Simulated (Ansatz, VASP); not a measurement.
**B in VASP and in Ansatz**

```
CELL_PARAMETERS angstrom
1.49062 0.00000 0.00000
0.00000 1.49062 0.00000
0.00000 0.00000 1.49062
ATOMIC_POSITIONS crystal
B 0.00000 0.00000 0.00000
```

Change from the starting cell: volume scaled by 0.5, PAW files.

Alike in both runs: task single point; functional PBEsol; k mesh 20 × 20 × 20; occupations fermi-dirac, width 0.05 eV; no spin polarisation.

```csv
,VASP,Ansatz
version,VASP 6.6.1,Ansatz 0.2.0
potentials or method,"VASP PAW PBE potentials, release 64 (B)","PAW with Ansatz's default frozen-core files, scalar-relativistic"
plane-wave cutoff (eV),500,420
valence electrons in the cell,3,3
```

```csv
,VASP,Ansatz,Ansatz less VASP
pressure (GPa),557.1,553.1,-4.05
```

VASP's potentials were made for PBE, not for PBEsol. Both programs put the cell under a high pressure, so it lies far from rest at this level.

Noted on VASP's run: the cell as given lies far from equilibrium.
